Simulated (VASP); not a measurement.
Wanted: the native input for a VASP 6.6.1 run.

| Quantity | Value |
| --- | --- |
| Task | single point |
| Functional | PBE |
| Potentials or basis | VASP PAW PBE potentials, release 64 (Si, Ge_d) |
| Cutoff | 500 eV |
| k mesh | 4 × 4 × 2 |
| Occupations | gaussian, width 0.1 eV |
| Spin | no spin polarisation |
| Dipole correction | no |
| Further INCAR settings | ALGO = Normal; EDIFF = 1e-06; NBANDS = 36 |

The structure of Si3Ge lies in POSCAR:

```
Si3Ge
1.0
   -3.9389026654      0.0005562371      0.0008281257
    0.0008669068     -0.0027567999     -5.4748817444
    0.0010462294     -7.8668103858     -0.0049152009
Si Ge
6 2
Direct
    0.0002228339      0.2563473662      0.7498874804
   -0.0000490053      0.2563232633      0.2498773924
    0.4999570421      0.7438302902      0.9999512547
    0.4996778274      0.7439159984      0.4999797747
    0.5003175644      0.4998587248      0.7500719801
    0.5000481798      0.4999324424      0.2501125149
    1.0000461292     -0.0001233954      1.0000420225
    0.9997794285     -0.0000846899      0.5000775805
```

These files were run (other wordings do the same):

INCAR

```
PREC = Accurate ; ENCUT = 500
EDIFF = 1E-6 ; ISMEAR = 0
SIGMA = 0.1 ; LREAL = False
LASPH = True ; NELM = 120
ALGO = Normal ; ISIF = 2
LWAVE = False ; LCHARG = True
GGA = PE ; LELF = True
LVHAR = True ; NBANDS = 36
GGA_COMPAT = False
```

KPOINTS

```
Automatic mesh
0
Gamma
  4 4 2
```

Potentials or basis: VASP PAW PBE potentials, release 64 (Si, Ge_d).

The run is started by

```bash
$ cat potpaw_PBE.64/Si/POTCAR potpaw_PBE.64/Ge_d/POTCAR > POTCAR
$ mpirun -np 1 vasp_std > vasp.out
```

Results of the run:

- Pressure: -0.1 GPa
- Largest force: 0.017 eV/Å
- Band gap on the k mesh: 0.40 eV

Wall time 43 s on 1 thread of Intel(R) Xeon(R) 6975P-C (Granite Rapids), on a shared host, peak memory 0.3 GiB.
